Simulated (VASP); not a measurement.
Here is a VASP 6.6.1 calculation.

INCAR

```
PREC = Accurate
ENCUT = 520
EDIFF = 1E-7
ISMEAR = 0
SIGMA = 0.1
LREAL = Auto
LASPH = True
NELM = 60
ALGO = Normal
ISIF = 2
LWAVE = False
LCHARG = True
LDIPOL = True
IDIPOL = 3
DIPOL = 0.5 0.5 0.324
LELF = True
LVHAR = True
LVACPOTAV = True
NBANDS = 40
```

Contents of KPOINTS:

```
Automatic mesh
0
Gamma
  5 4 1
```

File POSCAR:

```
Al
1.0
    5.6343731020      0.0000000000      0.0000000000
    0.0000000000      7.9682068563      0.0000000000
    0.0000000000      0.0000000000     19.6723116275
Al
17
Direct
    0.2500000000      0.2500000000      0.2033314679
    0.2500000000      0.7500000000      0.2033314679
    0.7500000000      0.2500000000      0.2033314679
    0.7500000000      0.7500000000      0.2033314679
    0.0000000000      0.0000000000      0.2749343025
    0.0000000000      0.5000000000      0.2749343025
    0.5000000000      0.0000000000      0.2749343025
    0.5000000000      0.5000000000      0.2749343025
    0.2500000000      0.2500000000      0.3484027381
    0.2500000000      0.7500000000      0.3484027381
    0.7500000000      0.2500000000      0.3484027381
    0.7500000000      0.7500000000      0.3484027381
    0.0000000000      0.0000000000      0.4154220298
    0.0000000000      0.5000000000      0.4154220298
    0.5000000000      0.0000000000      0.4154220298
    0.5000000000      0.5000000000      0.4154220298
    0.0833333333      0.0000000000      0.5444182958
```

Potentials or basis: VASP PAW LDA potentials, release 64 (Al).

Command:

```console
$ cat potpaw_LDA.64/Al/POTCAR > POTCAR
$ mpirun -np 1 vasp_std > vasp.out
```

Problem. What does it give for the band gap on the k mesh?

Solution. Zero (an odd number of electrons rules out a gap without spin polarisation).

Problem. Predict the largest force.

Solution. 0.508 eV/Å.

Forces on the atoms (eV/Å):
```
Al  -0.003  0.005  0.198
Al  -0.003 -0.005  0.198
Al  -0.009  0.000  0.198
Al  -0.009  0.000  0.198
Al   0.010  0.000 -0.183
Al   0.004  0.000 -0.235
Al  -0.028  0.000 -0.211
Al   0.004  0.000 -0.240
Al   0.015 -0.050 -0.026
Al   0.015  0.050 -0.026
Al  -0.029 -0.054 -0.035
Al  -0.029  0.054 -0.035
Al  -0.206  0.000 -0.430
Al  -0.006  0.000  0.076
Al  -0.068  0.000  0.504
Al   0.009  0.000  0.045
Al   0.335  0.000  0.005
```
